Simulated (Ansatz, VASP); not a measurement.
**Zr2N in VASP and in Ansatz**

```xyz
6
Lattice="5.3700 0.0000 0.0000 0.0000 5.3700 0.0000 0.0000 0.0000 3.2726" Properties=species:S:1:pos:R:3 pbc="T T T"
Zr    1.5909    1.5909    0.0000
Zr    3.7792    3.7792    0.0000
Zr    4.2759    1.0941    1.6363
Zr    1.0941    4.2759    1.6363
N     0.0000    0.0000    0.0000
N     2.6850    2.6850    1.6363
```

Alike in both runs: functional PBEsol; k mesh 8 × 8 × 10; occupations gaussian, width 0.1 eV; no spin polarisation.

Ansatz relaxed the structure, and its values are those at the end. VASP's run is a single point on that final structure, the one shown.

|  | VASP | Ansatz |
| --- | --- | --- |
| version | VASP 6.6.1 | Ansatz 0.2.0 |
| potentials or method | VASP PAW PBE potentials, release 64 (Zr_sv, N), cutoff 520 eV | scalar-relativistic, plane waves, PAW |
| valence electrons in the cell | 58 | 58 |

```csv
,VASP,Ansatz,Ansatz less VASP
gap on the k mesh at the Fermi level (eV),none,none,-
pressure (GPa),0.2,0.0,-0.25
```

VASP's potentials were made for PBE, not for PBEsol. A gap of «none» marks a metal or a gap that the smearing closes.
